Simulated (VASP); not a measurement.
A run of VASP 6.6.1 is set up as follows.

Contents of POSCAR:

```
CdI2
1.0
    4.2470087526      0.0000000000      0.0000000000
   -2.1235043763      3.6780174699      0.0000000000
    0.0000000000      0.0000000000      6.8950252112
Cd I
1 2
Direct
    0.0000000000      0.0000000000      0.0000000000
    0.3333333333      0.6666666667      0.2493934692
    0.6666666667      0.3333333333      0.7506065308
```

Contents of INCAR.step1:

```
SYSTEM = CdI2
PREC = Accurate
ENCUT = 550
ISMEAR = 0
SIGMA = 0.01
LREAL = .FALSE.
LASPH = .TRUE.
NELM = 120
NBANDS = 20
GGA = PE
ALGO = Normal
EDIFF = 1E-5
LWAVE = .TRUE.
LCHARG = .FALSE.
GGA_COMPAT = .FALSE.
```

File INCAR.step2:

```
SYSTEM = CdI2
PREC = Accurate
ENCUT = 550
EDIFF = 1E-6
ISMEAR = 0
SIGMA = 0.01
LREAL = .FALSE.
LASPH = .TRUE.
NELM = 120
ALGO = Normal
ISIF = 2
LWAVE = .FALSE.
LCHARG = .TRUE.
METAGGA = R2SCAN
LMIXTAU = .TRUE.
LELF = .TRUE.
LVHAR = .TRUE.
NBANDS = 20
ISTART = 1
GGA_COMPAT = .FALSE.
```

File KPOINTS:

```
Automatic mesh
0
G
  12 12 4
  0 0 0
```

Potentials or basis: VASP PAW PBE potentials, release 64 (Cd, I).

Command:

```sh
$ cat potpaw_PBE.64/Cd/POTCAR potpaw_PBE.64/I/POTCAR > POTCAR
$ cp INCAR.step1 INCAR
$ mpirun -np 1 vasp_std > vasp.out
$ cp INCAR.step2 INCAR
$ mpirun -np 1 vasp_std > vasp.out
```

(1) Estimate the pressure.

(2) What does it give for the band gap on the k mesh?

(3) Estimate the largest force.

## Answers

(1) 0.9 GPa.

(2) 2.80 eV, indirect (least direct gap 3.13 eV).

(3) 0.020 eV/Å.

Caveat: the PAW data sets were made with another functional, which shifts forces and pressure a little; spin-orbit coupling is left out, which moves the levels of the heavy elements.
